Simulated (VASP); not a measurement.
A run of VASP 6.6.1 is set up as follows.

File INCAR:

```
SYSTEM = CuO
PREC = Accurate
ENCUT = 520
EDIFF = 1E-7
ISMEAR = -1
SIGMA = 0.06122561905347299
LREAL = .False.
LASPH = .True.
NELM = 80
ALGO = Normal
ISIF = 2
LWAVE = .False.
LCHARG = .False.
GGA = PE
NBANDS = 16
```

Contents of KPOINTS:

```
regular mesh
0
Gamma
  22 22 22
  0 0 0
```

File POSCAR:

```
CuO
1.0
    0.0000000000      2.1218408568      2.1218408568
    2.1218408568      0.0000000000      2.1218408568
    2.1218408568      2.1218408568      0.0000000000
Cu O
1 1
Direct
    0.0000000000      0.0000000000      0.0000000000
    0.5000000000      0.5000000000      0.5000000000
```

Potentials or basis: VASP PAW PBE potentials, release 64 (Cu, O).

Command:

```console
$ cat potpaw_PBE.64/Cu/POTCAR potpaw_PBE.64/O/POTCAR > POTCAR
$ mpirun -np 1 vasp_std > vasp.out
```

What does it give for the pressure?

0.4 GPa.

Caveat: an odd number of electrons without spin polarisation forces a metal; a magnetic or distorted state may lie lower.
